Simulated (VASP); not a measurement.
# Si5P13 in VASP: a series of runs

Runs on Si5P13. Level: PBE. Tasks: single point.

All numbers are computed with VASP 6.6.1; they aren't measurements. Logs are shortened: lines on timing, memory, paths and dates and some standing lists are left out, and cuts for length are marked.

### 1 The cell of the first run

The cell holds an amorphous packing of atoms, 18 atoms: a = 7.050 Å, b = 7.051 Å, c = 7.040 Å, α = 90.50°, β = 87.18°, γ = 89.28°.

### 2 Single point, PBE

The input, INCAR:

```
PREC = Accurate ; ENCUT = 520
EDIFF = 1E-6 ; ISMEAR = -1
SIGMA = 0.1034 ; LREAL = Auto
LASPH = True ; NELM = 100
ALGO = Normal ; ISIF = 2
LWAVE = False ; LCHARG = False
GGA = PE ; NBANDS = 58
ISYM = 0
```

The input, KPOINTS:

```
Automatic mesh
0
Gamma
  1 1 1
  0.25 0.25 0.25
```

The input, POSCAR:

```
Si5P13
1.0
    7.0479230000      0.0446470000      0.1733930000
    0.0446470000      7.0511420000     -0.0312760000
    0.1733930000     -0.0312760000      7.0375900000
Si P
5 13
Direct
    0.7364394394      0.4663399524      0.6564789658
    0.4435352801      0.6562083070      0.0593897425
    0.9505770152      0.4145313290      0.0844313865
    0.4568322520      0.4161182410      0.7531332458
    0.7464327393      0.7476284639      0.4685204190
    0.7690732058      0.9664486321      0.7133057960
    0.8120742081      0.1889491948      0.4846937079
    0.5092492611      0.1504058047      0.3443579172
    0.4613462770      0.8365674759      0.3162742174
    0.3244406396      0.1625356890      0.6259919561
    0.0652422995      0.8396453053      0.6315113822
    0.2785224910      0.9868181744      0.9188921030
    0.6568196117      0.4799609137      0.2475886397
    1.0992827272      0.8570323577      0.2993838252
    0.0439040558      0.4885451453      0.7861420006
    0.5163935768      0.1951333300      0.0271851527
    0.1524267105      0.5132911697      0.3244443012
    0.9809363474      0.1137599579      0.9632460061
```

Potentials or basis: VASP PAW PBE potentials, release 64 (Si, P).

Started as:

```
cat potpaw_PBE.64/Si/POTCAR potpaw_PBE.64/P/POTCAR > POTCAR
mpirun -np 1 vasp_std > vasp.out
```

OUTCAR:

```text
PREC = Accurate
   ENCUT = 520
   EDIFF = 1E-6
   ISMEAR = -1
   LREAL = Auto
   LASPH = True
   NELM = 100
   ISIF = 2
   GGA = PE
   ISYM = 0

 ion  position               nearest neighbor table
   1  0.736  0.466  0.656-   4 2.09   7 2.33   5 2.39  15 2.40  13 2.96
   2  0.444  0.656  0.059-   9 2.21  13 2.40   4 2.73  12 2.80  17 2.90
   3  0.951  0.415  0.084-  15 2.24  18 2.28  13 2.36  17 2.37
   4  0.457  0.416  0.753-   1 2.09  10 2.23  16 2.54   2 2.73  15 2.95
   5  0.746  0.748  0.469-   6 2.32   1 2.39   9 2.40  13 2.54  11 2.66  14 2.82
   6  0.769  0.966  0.713-   7 2.27  11 2.31   5 2.32  18 2.58
   7  0.812  0.189  0.485-   6 2.27   1 2.33   8 2.41  13 2.89
   8  0.509  0.150  0.344-   9 2.25  16 2.26  10 2.32   7 2.41  13 2.64
   9  0.461  0.837  0.316-   2 2.21   8 2.25   5 2.40  14 2.56  13 2.88
  10  0.324  0.163  0.626-   4 2.23   8 2.32  12 2.43  11 2.94
  11  0.065  0.840  0.632-   6 2.31  14 2.34   5 2.66  15 2.72  12 2.78  10 2.94
  12  0.279  0.987  0.919-  18 2.28  16 2.39  10 2.43  11 2.78   2 2.80
  13  0.657  0.480  0.248-   3 2.36   2 2.40   5 2.54   8 2.64  16 2.75   9 2.88   7 2.89   1 2.96

  14  0.099  0.857  0.299-  11 2.34  17 2.46   9 2.56   5 2.82
  15  0.044  0.489  0.786-   3 2.24   1 2.40  11 2.72   4 2.95
  16  0.516  0.195  0.027-   8 2.26  12 2.39   4 2.54  13 2.75
  17  0.152  0.513  0.324-   3 2.37  14 2.46   2 2.90
  18  0.981  0.114  0.963-  12 2.28   3 2.28   6 2.58

IMPORTANT INFORMATION: All symmetrisations will be switched off!
NOSYMM: (Re-)initialisation of all symmetry stuff for point group C_1.

----------------------------------------------------------------------------------------

                                     Primitive cell

  volume of cell :     349.5060

  direct lattice vectors                    reciprocal lattice vectors
     7.047923000  0.044647000  0.173393000     0.141977725 -0.000914520 -0.003502129
     0.044647000  7.051142000 -0.031276000    -0.000914520  0.141829685  0.000652842
     0.173393000 -0.031276000  7.037590000    -0.003502129  0.000652842  0.142183285

  length of vectors
     7.050196955  7.051352710  7.039795191     0.142023856  0.141834136  0.142227907

  position of ions in fractional coordinates (direct lattice)
     0.736439439  0.466339952  0.656478966
     0.443535280  0.656208307  0.059389743
     0.950577015  0.414531329  0.084431387
     0.456832252  0.416118241  0.753133246
     0.746432739  0.747628464  0.468520419
     0.769073206  0.966448632  0.713305796
     0.812074208  0.188949195  0.484693708
     0.509249261  0.150405805  0.344357917
     0.461346277  0.836567476  0.316274217
     0.324440640  0.162535689  0.625991956
     0.065242299  0.839645305  0.631511382
     0.278522491  0.986818174  0.918892103
     0.656819612  0.479960914  0.247588640
     0.099282727  0.857032358  0.299383825
     0.043904056  0.488545145  0.786142001
     0.516393577  0.195133330  0.027185153
     0.152426711  0.513291170  0.324444301
     0.980936347  0.113759958  0.963246006

  ion indices of the primitive-cell ions
   primitive index   ion index
                 1           1
                 2           2
                 3           3
                 4           4
                 5           5
                 6           6
                 7           7
                 8           8
                 9           9
                10          10
                11          11
                12          12
                13          13
                14          14
                15          15
                16          16
                17          17
                18          18

----------------------------------------------------------------------------------------

 KPOINTS: Automatic mesh

Automatic generation of k-mesh.
 Grid dimensions read from file:
 generate k-points for:    1    1    1

 Generating k-lattice:

  Cartesian coordinates                     Fractional coordinates (reciprocal lattice)
     0.141977725 -0.000914520 -0.003502129     1.000000000  0.000000000  0.000000000
    -0.000914520  0.141829685  0.000652842    -0.000000000  1.000000000 -0.000000000
    -0.003502129  0.000652842  0.142183285     0.000000000 -0.000000000  1.000000000

  Length of vectors
     0.142023856  0.141834136  0.142227907

  Shift w.r.t. Gamma in fractional coordinates (k-lattice)
     0.250000000  0.250000000  0.250000000

 Subroutine IBZKPT returns following result:
 ===========================================

 Found      1 irreducible k-points:

 Following reciprocal coordinates:
            Coordinates               Weight
  0.250000  0.250000  0.250000      2.000000
   k-points           NKPTS =      1   k-points in BZ     NKDIM =      1   number of bands    NBANDS=     58
   number of dos      NEDOS =    301   number of ions     NIONS =     18
   total plane-waves  NPLWV = 157464
   dimension x,y,z NGX =    54 NGY =   54 NGZ =   54
   dimension x,y,z NGXF=   108 NGYF=  108 NGZF=  108
   ions per type =               5  13
   NGX,Y,Z   is equivalent  to a cutoff of  12.73, 12.73, 12.75 a.u.
   NGXF,Y,Z  is equivalent  to a cutoff of  25.47, 25.46, 25.50 a.u.
 SYSTEM =  unknown system
   PREC   = accura    normal or accurate (medium, high low for compatibility)
   ISTART =      0    job   : 0-new  1-cont  2-samecut
   ICHARG =      2    charge: 1-file 2-atom 10-const
   ISPIN  =      1    spin polarized calculation?
   LNONCOLLINEAR =      F non collinear calculations
   LSORBIT =      F    spin-orbit coupling
   LASPH  =      T    aspherical Exc in radial PAW
   ENCUT  =  520.0 eV  38.22 Ry    6.18 a.u.  13.11 13.11 13.09*2*pi/ulx,y,z
   NELM   =    100;   NELMIN=  2; NELMDL= -5     # of ELM steps
   EDIFF  = 0.1E-05   stopping-criterion for ELM
   LREAL  =      T    real-space projection
   EDIFFG = 0.1E-04   stopping-criterion for IOM
   NSW    =      0    number of steps for IOM
   IBRION =     -1    ionic relax: 0-MD 1-quasi-New 2-CG
   NFREE  =      0    steps in history (QN), initial steepest desc. (CG)
   ISIF   =      2    stress and relaxation
   ISYM   =      0    0-nonsym 1-usesym 2-fastsym
   POTIM  = 0.5000    time-step for ionic-motion
   TEBEG  =    0.0;   TEEND  =   0.0 temperature during run
   PSTRESS=    0.0 pullay stress
   NELECT =      85.0000    total number of electrons
   NUPDOWN=      -1.0000    fix difference up-down
   EMIN   =  10.00;   EMAX   =-10.00  energy-range for DOS
   EFERMI =   0.00;   METHOD = LEGACY
   ISMEAR =    -1;   SIGMA  =   0.10  broadening in eV -4-tet -1-fermi 0-gaus
   EFERMI_NEDOS =   21; number of points for ismear=-14 and -15
   IALGO  =     38    algorithm
   IMIX   =      4    mixing-type and parameters
     AMIX     =   0.40;   BMIX     =  1.00
     AMIX_MAG =   1.60;   BMIX_MAG =  1.00
  volume/ion in A,a.u.               =      19.42       131.03
  Fermi-wavevector in a.u.,A,eV,Ry     =   1.021871  1.931057 14.207492  1.044221
  Thomas-Fermi vector in A             =   2.155520
   LORBIT       =      0    0 simple, 1 ext, 2 COOP (PROOUT), +10 PAW based schemes
   GGA     = PE    functional components
   LHFCALC =     F    Hartree Fock is set to
   AEXX    =    0.0000 exact exchange contribution
   IVDW    =     0    specifies the selected vdW correction
   LEPSILON=     F    determine dielectric tensor
   LRPA    =     F    only Hartree local field effects (RPA)
 non-spin polarized calculation
  energy-cutoff  :      520.00
  volume of cell :      349.51
 maximum number of plane-waves:      9412
 NGX is ok and might be reduce to    54
   NGX = 27   NGY = 27   NGZ = 27

 number of electron      85.0000003 magnetization

 Free energy of the ion-electron system (eV)
  ---------------------------------------------------
  ext. energy  EPLUGINS =         0.00000000
  ---------------------------------------------------
  free energy    TOTEN  =       -90.37716090 eV

  energy without entropy =      -90.13025155  energy(sigma->0) =      -90.25370622

 E-fermi :   5.8625     XC(G=0):  -9.7497

 val. band max:        5.8019292755   @ k =   0.2500   0.2500   0.2500
 cond. band min:       6.4784027452   @ k =   0.2500   0.2500   0.2500
 fundamental gap:      0.6764734696
 Fermi energy:         5.8624710171

 k-point     1 :       0.2500    0.2500    0.2500
  band No.  band energies     occupation
      1      -8.3106      2.00000
      2      -7.5887      2.00000
      3      -6.9890      2.00000
      4      -6.3391      2.00000
      5      -5.7761      2.00000
      6      -5.4816      2.00000
      7      -5.2868      2.00000
      8      -4.4877      2.00000
      9      -4.2260      2.00000
     10      -3.7004      2.00000
     11      -3.3833      2.00000
     12      -3.0741      2.00000
     13      -2.7823      2.00000
     14      -1.7104      2.00000
     15      -1.3261      2.00000
     16      -0.9781      2.00000
     17      -0.4637      2.00000
     18       0.1712      2.00000
     19       0.4416      2.00000
     20       0.7200      2.00000
     21       0.9694      2.00000
     22       1.1846      2.00000
     23       1.4848      2.00000
     24       1.7160      2.00000
     25       2.0070      2.00000
     26       2.0894      2.00000
     27       2.4460      2.00000
     28       2.5502      2.00000
     29       2.6221      2.00000
     30       2.9453      2.00000
     31       3.1739      2.00000
     32       3.4588      2.00000
     33       3.5236      2.00000
     34       4.0258      2.00000
     35       4.1346      2.00000
     36       4.3388      2.00000
     37       4.6526      1.99998
     38       4.7496      1.99996
     39       4.9970      1.99954
     40       5.1244      1.99841
     41       5.5686      1.88980
     42       5.6219      1.82215
     43       5.8019      1.28467
     44       6.4784      0.00516
     45       6.7679      0.00031
     46       7.1133      0.00001
     47       7.2925      0.00000
     48       7.5995      0.00000
     49       7.7973      0.00000
     50       8.0148      0.00000
     51       8.1172      0.00000
     52       8.3698      0.00000
     53       8.5143      0.00000
     54       8.6741      0.00000
 [bands above 54 left out]

------------------------ aborting loop because EDIFF is reached ----------------------------------------

  FORCE on cell =-STRESS in cart. coord.  units (eV):
  Direction    XX          YY          ZZ          XY          YZ          ZX
  --------------------------------------------------------------------------------------
  -------------------------------------------------------------------------------------
  Total       -6.5768078     -2.3282136     -3.7239765      0.7601213      4.6074112     -1.5540139
  in kB      -30.1488733    -10.6728096    -17.0711533      3.4844867     21.1209236     -7.1237854
  external PRESSURE =     -19.2976120 kB  Pullay stress =       0.0000000 kB

 VOLUME and BASIS-vectors are now :
 -----------------------------------------------------------------------------
  energy-cutoff  :      520.00
  volume of cell :      349.51
      direct lattice vectors                 reciprocal lattice vectors
     7.047923000  0.044647000  0.173393000     0.141977725 -0.000914520 -0.003502129
     0.044647000  7.051142000 -0.031276000    -0.000914520  0.141829685  0.000652842
     0.173393000 -0.031276000  7.037590000    -0.003502129  0.000652842  0.142183285

 POSITION                                       TOTAL-FORCE (eV/Angst)
 -----------------------------------------------------------------------------------
      5.32502      3.30058      4.73314         3.809578      0.648606     -1.451338
      3.16560      4.64496      0.47434        -0.444434     -1.782612     -0.585134
      6.73274      2.96272      0.74605         0.089332      0.847717      1.191325
      3.36889      2.93095      5.36644        -3.460466     -0.117173      2.733240
      5.37542      5.29031      3.40330         0.274557     -1.272037     -0.571203
      5.58720      6.82659      5.12308         0.816111      0.730328      0.225410
      5.81591      1.35341      3.54597        -0.299449     -0.023836     -0.414623
      3.65557      1.07250      2.50705         0.308599      0.259844      1.220006
      3.34372      5.90946      2.27964        -0.643756      1.048242      0.767156
      2.40243      1.14097      4.45665        -0.409525     -0.356752     -0.034510
      0.60681      5.90362      4.42937        -0.362573     -0.247370      0.323588
      2.16639      6.94189      6.48422        -0.496447      1.272901     -0.261921
      4.69357      3.40585      1.84130         0.593276     -0.048907     -1.031124
      0.78991      6.03813      2.09735         0.388896     -2.209304      1.477876
      0.46756      3.42217      5.52488        -0.110349      0.448925     -0.445787
      3.65293      1.39812      0.27475        -0.339521      0.089427     -1.348250
      1.15347      3.61595      2.29368        -0.055466      1.154844     -1.697743
      7.08566      0.81581      6.94546         0.341638     -0.442843     -0.096967
 -----------------------------------------------------------------------------------
    total drift:                               -0.001660      0.009119      0.010320

  FREE ENERGIE OF THE ION-ELECTRON SYSTEM (eV)
  ---------------------------------------------------
  free  energy   TOTEN  =       -90.3771608974 eV

  energy  without entropy=      -90.1302515486  energy(sigma->0) =      -90.25370622
```

It took 32 s on 1 thread of Intel Xeon Platinum 8559C (Emerald Rapids), shared host; peak memory 0.4 GiB.

Results:

```
Free energy   : -90.3772 eV
Pressure      : -1.9 GPa
Largest force : 4.411 eV/Å
```

Forces on the atoms (eV/Å):
```
Si   3.810  0.649 -1.451
Si  -0.444 -1.783 -0.585
Si   0.089  0.848  1.191
Si  -3.460 -0.117  2.733
Si   0.275 -1.272 -0.571
P    0.816  0.730  0.225
P   -0.299 -0.024 -0.415
P    0.309  0.260  1.220
P   -0.644  1.048  0.767
P   -0.410 -0.357 -0.035
P   -0.363 -0.247  0.324
P   -0.496  1.273 -0.262
P    0.593 -0.049 -1.031
P    0.389 -2.209  1.478
P   -0.110  0.449 -0.446
P   -0.340  0.089 -1.348
P   -0.055  1.155 -1.698
P    0.342 -0.443 -0.097
```

Stress tensor (GPa, compression positive):
```
-3.01  0.35 -0.71
 0.35 -1.07  2.11
-0.71  2.11 -1.71
```

Levels at points of the mesh, in eV from the Fermi level:
| k point | band 39 | band 40 | band 41 | band 42 | band 43 | band 44 | band 45 | band 46 | band 47 | band 48 |
| --- | --- | --- | --- | --- | --- | --- | --- | --- | --- | --- |
| (0.25, 0.25, 0.25) | -0.87 | -0.74 | -0.29 | -0.24 | -0.06 | 0.62 | 0.91 | 1.25 | 1.43 | 1.74 |

Caveat: the k points lie up to 0.89 Å⁻¹ apart.

(Continued in part 2 of 2.)
